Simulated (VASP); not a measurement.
Set up this calculation in VASP 6.6.1, as the native input.

```yaml
Task: single point
Functional: LDA
Potentials_or_basis: VASP PAW LDA potentials, release 64 (Ti_sv, Al)
Cutoff: 520 eV
k_mesh: 21 × 21 × 12
Occupations: gaussian, width 0.15 eV
Spin: collinear spin, ferromagnetic start
Starting_moments: "[0.5, 0.0] μB"
Fixed_moment: 0.5 μB
Dipole_correction: no
Further_INCAR_settings: ALGO = Normal; EDIFF = 1e-06; NBANDS = 18
```

The structure of TiAl lies in POSCAR:

```
TiAl
1.0
    2.7349265319      0.0000000000      0.0000000000
   -1.3674632659      2.3685158541      0.0000000000
    0.0000000000      0.0000000000      4.4642272374
Ti Al
1 1
Direct
    0.0000000000      0.0000000000      0.0000000000
    0.3333333333      0.6666666667      0.5000000000
```

The input as run:

INCAR

```
PREC = Accurate
ENCUT = 520
EDIFF = 1E-6
ISMEAR = 0
SIGMA = 0.15
LREAL = F
LASPH = T
NELM = 150
ALGO = Normal
ISIF = 2
LWAVE = F
LCHARG = F
ISPIN = 2
MAGMOM = 0.5 0
LORBIT = 11
NUPDOWN = 0.5
LMAXMIX = 4
NBANDS = 18
```

KPOINTS

```
Automatic mesh
0
Gamma
  21 21 12
```

Potentials or basis: VASP PAW LDA potentials, release 64 (Ti_sv, Al).

Command:

```sh
$ cat potpaw_LDA.64/Ti_sv/POTCAR potpaw_LDA.64/Al/POTCAR > POTCAR
$ mpirun -np 1 vasp_std > vasp.out
```

It gave:

| Quantity | Value |
| --- | --- |
| Pressure | 11.8 GPa |
| Net moment | 0.50 μB per cell |
| Site moments | Ti +0.29; Al +0.02 μB |
| Valence electrons inside the program's atomic spheres | Ti 10.47; Al 0.88 |

Caveat: the total moment is fixed, so each spin has its own Fermi level.

Run time: 5.9 min on 1 thread of Oxide Virtual Turin-like Processor, with other jobs on the host, peak memory 0.31 GiB.
